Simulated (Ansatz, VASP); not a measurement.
**Two plane-wave programs on Al**

POSCAR

```
Al
1.0
   -1.5912186900      1.5912186900      1.5912186900
    1.5912186900     -1.5912186900      1.5912186900
    1.5912186900      1.5912186900     -1.5912186900
Al
1
Direct
    0.0000000000      0.0000000000      0.0000000000
```

File INCAR.step1:

```
SYSTEM = Al
PREC = Accurate ; ENCUT = 400
EDIFF = 1E-5 ; ISMEAR = 1
SIGMA = 0.1 ; LREAL = .False.
LASPH = .True. ; NELM = 120
ALGO = Normal ; ISIF = 2
LWAVE = .True. ; GGA = PE
NBANDS = 8 ; GGA_COMPAT = .False.
```

File INCAR.step2:

```
SYSTEM = Al
PREC = Accurate ; ENCUT = 400
EDIFF = 1E-6 ; ISMEAR = 1
SIGMA = 0.1 ; LREAL = .False.
LASPH = .True. ; NELM = 120
ALGO = Normal ; ISIF = 2
LWAVE = .False. ; LCHARG = .True.
GGA = PE ; LHFCALC = .True.
AEXX = 0.25 ; HFSCREEN = 0.3
PRECFOCK = Normal ; LELF = .True.
LVHAR = .True. ; ISTART = 1
NBANDS = 8 ; GGA_COMPAT = .False.
```

The input KPOINTS:

```
Automatic mesh
0
Gamma
  8 8 8
  0 0 0
```

The input input.yaml:

```yaml
crystal:
  lattice: { a: 3.18243738, b: 3.18243738, c: 3.18243738, alpha: 90.0, beta: 90.0, gamma: 90.0 }
  space_group: 229
  reduce_to_primitive: true
  atoms:
    - { symbol: Al, wyckoff: "2a", position: [0.0, 0.0, 0.0] }
hamiltonian:
  xc: { exchange: pbe, correlation: pbe, exx: { coeff: 0.25, omega: 0.3 } }
  pseudopotentials: { kind: paw, accuracy: stringent }
kpoints:
  mp_grid: { grid: [8, 8, 8] }
scf:
  occupations: { method: cold, width: 0.1 }
output:
  forces: true
  stress: true
  eigenvalues: true
  write_density: true
  write_potential: true
  elf: true
  volumetric_format: npy
```

Alike in both runs: functional PBE-based screened hybrid; k mesh 8 × 8 × 8; no spin polarisation.

|  | VASP | Ansatz |
| --- | --- | --- |
| version | VASP 6.6.1 | Ansatz 0.2.0 |
| potentials or method | VASP PAW PBE potentials, release 64 (Al) | SSSP precision PAW |
| plane-wave cutoff (eV) | 400 | 408 |
| occupations | methfessel-paxton of order 1, width 0.1 eV | cold, width 0.1 eV |
| valence electrons in the cell | 3 | 3 |
| task | single point | electrostatic potential |

|  | VASP | Ansatz | Ansatz less VASP |
| --- | --- | --- | --- |
| gap on the k mesh at the Fermi level (eV) | none | none | - |
| pressure (GPa) | 3.8 | 3.6 | -0.23 |

VASP's potentials were made for PBE, not for PBE-based screened hybrid. A gap of «none» marks a metal or a gap that the smearing closes.
